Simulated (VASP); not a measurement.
Here is a VASP 6.6.1 calculation.

File INCAR:

```
SYSTEM = LiCl
ALGO     = Normal         ! electronic algorithm
EDIFF    = 1E-6           ! SCF threshold, eV
ENCUT    = 750            ! plane-wave cutoff, eV
GGA      = PS             ! functional
GGA_COMPAT= .FALSE.      
ISIF     = 2              ! what is computed and relaxed
ISMEAR   = -1             ! smearing method
LASPH    = .TRUE.         ! aspherical terms in the spheres
LCHARG   = .FALSE.        ! write CHGCAR
LREAL    = .FALSE.        ! projectors in reciprocal space
LWAVE    = .FALSE.        ! write WAVECAR
NBANDS   = 12             ! bands
NELM     = 120            ! most SCF steps
PREC     = Accurate       ! precision mode
SIGMA    = 0.05           ! smearing width, eV
```

KPOINTS

```
k-points
0
G
  9 9 9
  0 0 0
```

The input POSCAR:

```
LiCl
1.0
    0.0000000000      2.3774766116      2.3774766116
    2.3774766116      0.0000000000      2.3774766116
    2.3774766116      2.3774766116      0.0000000000
Cl Li
1 1
Direct
    0.5000000000      0.5000000000      0.5000000000
    0.0000000000      0.0000000000      0.0000000000
```

Potentials or basis: VASP PAW PBE potentials, release 64 (Cl, Li_sv).

Command:

```bash
$ cat potpaw_PBE.64/Cl/POTCAR potpaw_PBE.64/Li_sv/POTCAR > POTCAR
$ mpirun -np 1 vasp_std > vasp.out
```

(1) Predict the pressure.

(2) Estimate the band gap on the k mesh.

Results:

(1) 10.0 GPa.

(2) 6.81 eV (least direct gap 7.18 eV).

Caveat: the cell stands under pressure; the PAW data sets were made with another functional, which shifts forces and pressure a little; an odd mesh through Γ misses points on the zone boundary, where band edges can lie.
